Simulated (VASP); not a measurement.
# K2HgBr4 (I4/mmm) in VASP: single point with PBE

Aim: the single point of K2HgBr4 with PBE.

All numbers are computed with VASP 6.6.1; they aren't measurements. Logs are shortened: lines on timing, memory, paths and dates and some standing lists are left out, and cuts for length are marked.

### 1 The cell of the first run

The structure is tetragonal, space group I4/mmm (No. 139). Conventional cell: a = 5.346 Å, b = 5.346 Å, c = 16.810 Å, α = 90.00°, β = 90.00°, γ = 90.00°. Within 4.2 Å of K (site symmetry 4mm) lie 8 Br at 3.21 to 3.60 Å. Hg (site symmetry 4/mmm) has 4 Br at 2.67 Å within 3.5 Å. Within 3.8 Å of Br (site symmetry mmm) lie 2 Hg at 2.67 Å and 4 K at 3.60 Å and 4 Br at 3.78 Å. Br (site symmetry -4m2) has 4 K at 3.21 Å and 6 Br at 3.78 to 4.20 Å within 4.3 Å.

### 2 Single point, PBE

File INCAR:

```
PREC = Accurate
ENCUT = 520
EDIFF = 1E-6
ISMEAR = 0
SIGMA = 0.1
LREAL = F
LASPH = T
NELM = 60
ALGO = Normal
ISIF = 2
LWAVE = F
LCHARG = F
GGA = PE
NBANDS = 38
```

File KPOINTS:

```
regular mesh
0
Gamma
  4 4 4
```

File POSCAR:

```
K2HgBr4
1.0
   -2.6730000000      2.6730000000      8.4048281400
    2.6730000000     -2.6730000000      8.4048281400
    2.6730000000      2.6730000000     -8.4048281400
K Hg Br
2 1 4
Direct
    0.6437500000      0.6437500000      0.0000000000
    0.3562500000      0.3562500000      0.0000000000
    0.0000000000      0.0000000000      0.0000000000
    0.0000000000      0.5000000000      0.5000000000
    0.5000000000      0.0000000000      0.5000000000
    0.2500000000      0.7500000000      0.5000000000
    0.7500000000      0.2500000000      0.5000000000
```

Potentials or basis: VASP PAW PBE potentials, release 64 (K_sv, Hg, Br).

Command:

```console
cat potpaw_PBE.64/K_sv/POTCAR potpaw_PBE.64/Hg/POTCAR potpaw_PBE.64/Br/POTCAR > POTCAR
mpirun -np 1 vasp_std > vasp.out
```

OUTCAR:

```text
PREC = Accurate
   ENCUT = 520
   EDIFF = 1E-6
   ISMEAR = 0
   LREAL = F
   LASPH = T
   NELM = 60
   ISIF = 2
   GGA = PE

 ion  position               nearest neighbor table
   1  0.644  0.644  0.000-   6 3.21   7 3.21   6 3.21   7 3.21
   2  0.356  0.356  0.000-   6 3.21   7 3.21   6 3.21   7 3.21
   3  0.000  0.000  0.000-   4 2.67   5 2.67   4 2.67   5 2.67
   4  0.000  0.500  0.500-   3 2.67   3 2.67
   5  0.500  0.000  0.500-   3 2.67   3 2.67
   6  0.250  0.750  0.500-   2 3.21   1 3.21   2 3.21   1 3.21
   7  0.750  0.250  0.500-   2 3.21   1 3.21   2 3.21   1 3.21

  LATTYP: Found a body centered tetragonal cell.
 ALAT       =     5.3460000000
 C/A-ratio  =     3.1443427385

  Lattice vectors:

 A1 = (  -2.6730000000,   2.6730000000,   8.4048281400)
 A2 = (   2.6730000000,  -2.6730000000,   8.4048281400)
 A3 = (   2.6730000000,   2.6730000000,  -8.4048281400)

Analysis of symmetry for initial positions (statically):
=====================================================================
 Subroutine PRICEL returns:
 Original cell was already a primitive cell.

 Routine SETGRP: Setting up the symmetry group for a
 body centered tetragonal supercell.

 Subroutine GETGRP returns: Found 16 space group operations
 (whereof 16 operations were pure point group operations)
 out of a pool of 16 trial point group operations.

The static configuration has the point symmetry D_4h.

Analysis of symmetry for dynamics (positions and initial velocities):
=====================================================================
 Subroutine PRICEL returns:
 Original cell was already a primitive cell.

 Routine SETGRP: Setting up the symmetry group for a
 body centered tetragonal supercell.

 Subroutine GETGRP returns: Found 16 space group operations
 (whereof 16 operations were pure point group operations)
 out of a pool of 16 trial point group operations.

The dynamic configuration has the point symmetry D_4h.

 Subroutine INISYM returns: Found 16 space group operations
 (whereof 16 operations are pure point group operations),
 and found     1 'primitive' translations

----------------------------------------------------------------------------------------

                                     Primitive cell

  volume of cell :     240.2076

  direct lattice vectors                    reciprocal lattice vectors
    -2.673000000  2.673000000  8.404828140     0.000000000  0.187055743  0.059489616
     2.673000000 -2.673000000  8.404828140     0.187055743  0.000000000  0.059489616
     2.673000000  2.673000000 -8.404828140     0.187055743  0.187055743  0.000000000

  length of vectors
     9.215801325  9.215801325  9.215801325     0.196287710  0.196287710  0.264536768

  position of ions in fractional coordinates (direct lattice)
     0.643750000  0.643750000  0.000000000
     0.356250000  0.356250000  0.000000000
     0.000000000  0.000000000  0.000000000
     0.000000000  0.500000000  0.500000000
     0.500000000  0.000000000  0.500000000
     0.250000000  0.750000000  0.500000000
     0.750000000  0.250000000  0.500000000

  ion indices of the primitive-cell ions
   primitive index   ion index
                 1           1
                 2           2
                 3           3
                 4           4
                 5           5
                 6           6
                 7           7

----------------------------------------------------------------------------------------

 KPOINTS: regular mesh

Automatic generation of k-mesh.
 Grid dimensions read from file:
 generate k-points for:    4    4    4

 Generating k-lattice:

  Cartesian coordinates                     Fractional coordinates (reciprocal lattice)
     0.000000000  0.046763936  0.014872404     0.250000000  0.000000000  0.000000000
     0.046763936  0.000000000  0.014872404     0.000000000  0.250000000  0.000000000
     0.046763936  0.046763936  0.000000000     0.000000000  0.000000000  0.250000000

  Length of vectors
     0.049071928  0.049071928  0.066134192

  Shift w.r.t. Gamma in fractional coordinates (k-lattice)
     0.000000000  0.000000000  0.000000000

 Subroutine IBZKPT returns following result:
 ===========================================

 Found     13 irreducible k-points:

 Following reciprocal coordinates:
            Coordinates               Weight
  0.000000  0.000000  0.000000      1.000000
  0.250000  0.000000 -0.000000      8.000000
  0.500000  0.000000 -0.000000      4.000000
  0.250000  0.250000 -0.000000      8.000000
  0.500000  0.250000 -0.000000     16.000000
 -0.250000  0.250000  0.000000      4.000000
  0.500000  0.500000 -0.000000      2.000000
  0.250000  0.250000  0.250000      2.000000
 -0.250000  0.250000  0.250000      4.000000
  0.500000  0.500000  0.250000      4.000000
 -0.250000  0.500000  0.250000      8.000000
 -0.250000 -0.250000  0.250000      2.000000
  0.500000  0.500000  0.500000      1.000000
   k-points           NKPTS =     13   k-points in BZ     NKDIM =     13   number of bands    NBANDS=     38
   number of dos      NEDOS =    301   number of ions     NIONS =      7
   total plane-waves  NPLWV = 343000
   dimension x,y,z NGX =    70 NGY =   70 NGZ =   70
   dimension x,y,z NGXF=   140 NGYF=  140 NGZF=  140
   ions per type =               2   1   4
   NGX,Y,Z   is equivalent  to a cutoff of  12.63, 12.63, 12.63 a.u.
   NGXF,Y,Z  is equivalent  to a cutoff of  25.25, 25.25, 25.25 a.u.
 SYSTEM =  unknown system
   PREC   = accura    normal or accurate (medium, high low for compatibility)
   ISTART =      0    job   : 0-new  1-cont  2-samecut
   ICHARG =      2    charge: 1-file 2-atom 10-const
   ISPIN  =      1    spin polarized calculation?
   LNONCOLLINEAR =      F non collinear calculations
   LSORBIT =      F    spin-orbit coupling
   LASPH  =      T    aspherical Exc in radial PAW
   ENCUT  =  520.0 eV  38.22 Ry    6.18 a.u.  17.14 17.14 17.14*2*pi/ulx,y,z
   NELM   =     60;   NELMIN=  2; NELMDL= -5     # of ELM steps
   EDIFF  = 0.1E-05   stopping-criterion for ELM
   LREAL  =      F    real-space projection
   EDIFFG = 0.1E-04   stopping-criterion for IOM
   NSW    =      0    number of steps for IOM
   IBRION =     -1    ionic relax: 0-MD 1-quasi-New 2-CG
   NFREE  =      0    steps in history (QN), initial steepest desc. (CG)
   ISIF   =      2    stress and relaxation
   ISYM   =      2    0-nonsym 1-usesym 2-fastsym
   POTIM  = 0.5000    time-step for ionic-motion
   TEBEG  =    0.0;   TEEND  =   0.0 temperature during run
   PSTRESS=    0.0 pullay stress
   NELECT =      58.0000    total number of electrons
   NUPDOWN=      -1.0000    fix difference up-down
   EMIN   =  10.00;   EMAX   =-10.00  energy-range for DOS
   EFERMI =   0.00;   METHOD = LEGACY
   ISMEAR =     0;   SIGMA  =   0.10  broadening in eV -4-tet -1-fermi 0-gaus
   EFERMI_NEDOS =   21; number of points for ismear=-14 and -15
   IALGO  =     38    algorithm
   IMIX   =      4    mixing-type and parameters
     AMIX     =   0.40;   BMIX     =  1.00
     AMIX_MAG =   1.60;   BMIX_MAG =  1.00
  volume/ion in A,a.u.               =      34.32       231.57
  Fermi-wavevector in a.u.,A,eV,Ry     =   1.019425  1.926434 14.139544  1.039227
  Thomas-Fermi vector in A             =   2.152938
   LORBIT       =      0    0 simple, 1 ext, 2 COOP (PROOUT), +10 PAW based schemes
   GGA     = PE    functional components
   LHFCALC =     F    Hartree Fock is set to
   AEXX    =    0.0000 exact exchange contribution
   IVDW    =     0    specifies the selected vdW correction
   LEPSILON=     F    determine dielectric tensor
   LRPA    =     F    only Hartree local field effects (RPA)
 non-spin polarized calculation
 Gauss-broadening in eV      SIGMA  =   0.10
  energy-cutoff  :      520.00
  volume of cell :      240.21
 maximum number of plane-waves:      6492
 NGX is ok and might be reduce to    70
   NGX = 35   NGY = 35   NGZ = 35

 number of electron      58.0000003 magnetization

 Free energy of the ion-electron system (eV)
  ---------------------------------------------------
  ext. energy  EPLUGINS =         0.00000000
  ---------------------------------------------------
  free energy    TOTEN  =       -15.82351508 eV

  energy without entropy =      -15.78910077  energy(sigma->0) =      -15.80630792

 E-fermi :  -0.2493     XC(G=0):  -7.7284

 val. band max:       -0.2620910822   @ k =  -0.2500   0.2500   0.0000
 cond. band min:      -0.1847311549   @ k =   0.5000   0.5000  -0.0000
 fundamental gap:      0.0773599273
 Fermi energy:        -0.2493381138

 k-point     1 :       0.0000    0.0000    0.0000
  band No.  band energies     occupation
      1     -28.9597      2.00000
      2     -28.9577      2.00000
      3     -15.4785      2.00000
      4     -15.0104      2.00000
      5     -13.4455      2.00000
      6     -12.8787      2.00000
[... 30 lines left out ...]
     37       6.7968      0.00000
     38       6.8451      0.00000

 k-point     2 :       0.2500    0.0000   -0.0000
  band No.  band energies     occupation
      1     -28.9592      2.00000
      2     -28.9578      2.00000
      3     -15.3807      2.00000
      4     -15.0316      2.00000
      5     -13.4029      2.00000
      6     -13.0408      2.00000
[... 30 lines left out ...]
     37       6.8346      0.00000
     38       7.1661      0.00000

 k-point     3 :       0.5000    0.0000   -0.0000
  band No.  band energies     occupation
      1     -28.9586      2.00000
      2     -28.9580      2.00000
      3     -15.2538      2.00000
      4     -15.0782      2.00000
      5     -13.2656      2.00000
      6     -13.2600      2.00000
[... 30 lines left out ...]
     37       6.8638      0.00000
[... 330 lines left out ...]
 k-point    12 :      -0.2500   -0.2500    0.2500
  band No.  band energies     occupation
      1     -28.9594      2.00000
      2     -28.9580      2.00000
      3     -15.4785      2.00000
      4     -15.0106      2.00000
      5     -13.4451      2.00000
      6     -12.8781      2.00000
[... 30 lines left out ...]
     37       6.7358      0.00000
     38       7.0755      0.00000

 k-point    13 :       0.5000    0.5000    0.5000
  band No.  band energies     occupation
      1     -28.9591      2.00000
      2     -28.9583      2.00000
      3     -15.4785      2.00000
      4     -15.0107      2.00000
      5     -13.4446      2.00000
      6     -12.8776      2.00000
[... 30 lines left out ...]
     37       6.6761      0.00000
     38       7.0524      0.00000

------------------------ aborting loop because EDIFF is reached ----------------------------------------

  FORCE on cell =-STRESS in cart. coord.  units (eV):
  Direction    XX          YY          ZZ          XY          YZ          ZX
  --------------------------------------------------------------------------------------
  -------------------------------------------------------------------------------------
  Total        5.4221637      5.4221637      0.9351020      0.0000000      0.0000000      0.0000000
  in kB       36.1656653     36.1656653      6.2371017      0.0000000      0.0000000      0.0000000
  external PRESSURE =      26.1894775 kB  Pullay stress =       0.0000000 kB

 VOLUME and BASIS-vectors are now :
 -----------------------------------------------------------------------------
  energy-cutoff  :      520.00
  volume of cell :      240.21
      direct lattice vectors                 reciprocal lattice vectors
    -2.673000000  2.673000000  8.404828140     0.000000000  0.187055743  0.059489616
     2.673000000 -2.673000000  8.404828140     0.187055743  0.000000000  0.059489616
     2.673000000  2.673000000 -8.404828140     0.187055743  0.187055743  0.000000000

 POSITION                                       TOTAL-FORCE (eV/Angst)
 -----------------------------------------------------------------------------------
      0.00000      0.00000     10.82122        -0.000000     -0.000000      0.091008
      0.00000      0.00000      5.98844         0.000000      0.000000     -0.091008
      0.00000      0.00000      0.00000        -0.000000     -0.000000      0.000000
      2.67300      0.00000      0.00000        -0.000000     -0.000000      0.000000
      0.00000      2.67300      0.00000        -0.000000     -0.000000      0.000000
      2.67300      0.00000      4.20241        -0.000000     -0.000000      0.000000
      0.00000      2.67300      4.20241        -0.000000     -0.000000     -0.000000
 -----------------------------------------------------------------------------------
    total drift:                               -0.000000     -0.000000      0.000000

  FREE ENERGIE OF THE ION-ELECTRON SYSTEM (eV)
  ---------------------------------------------------
  free  energy   TOTEN  =       -15.8235150797 eV

  energy  without entropy=      -15.7891007690  energy(sigma->0) =      -15.80630792
```

Wall time 12 min (1 thread of Intel Xeon 8259CL, shared host); peak memory 0.74 GiB.

What came out:

| Item | Value |
| --- | --- |
| Free energy | -15.8235 eV |
| Pressure | 2.6 GPa |
| Largest force | 0.091 eV/Å |
| Band gap on the k mesh | zero (bands 29 and 30 overlap by 0.17 eV) |

Forces in eV/Å, atoms in the order of the input:
```
K    0.000  0.000  0.091
K    0.000  0.000 -0.091
Hg   0.000  0.000  0.000
Br   0.000  0.000  0.000
Br   0.000  0.000  0.000
Br   0.000  0.000  0.000
Br   0.000  0.000  0.000
```

Caveat: spin-orbit coupling is left out, which moves the levels of the heavy elements.
